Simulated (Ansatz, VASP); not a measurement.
## Two plane-wave programs on LuF4

```
Lu F
1.0
     3.22831    1.86386    2.13357
    -3.22831    1.86386    2.13357
     0.00000   -3.72773    2.13357
Lu F
1 4
Direct
  0.24958 0.24958 0.24958
  0.91141 0.91141 0.91141
  0.32272 0.76956 0.32272
  0.32272 0.32272 0.76956
  0.76956 0.32272 0.32272
```

Alike in both runs: functional PBE; k mesh 6 × 6 × 6; occupations gaussian, width 0.1 eV; no spin polarisation.

Ansatz relaxed the structure, and its values are those at the end. VASP's run is a single point on that final structure, the one shown.

|  | VASP | Ansatz |
| --- | --- | --- |
| version | VASP 6.6.1 | Ansatz 0.2.0 |
| potentials or method | VASP PAW PBE potentials, release 64 (Lu, F), cutoff 520 eV | scalar-relativistic, plane waves, PAW |
| valence electrons in the cell | 53 | 53 |

Ansatz gave:

* gap on the k mesh at the Fermi level (eV): none
* pressure (GPa): 0.0
* rms of the force components (eV/Å): 0.006

**Question.** Which values does VASP return?

**Answer.** gap on the k mesh at the Fermi level (eV): none; pressure (GPa): 0.4; rms of the force components (eV/Å): 0.041.

A gap of «none» marks a metal or a gap that the smearing closes.

Neither program's run includes spin-orbit coupling.
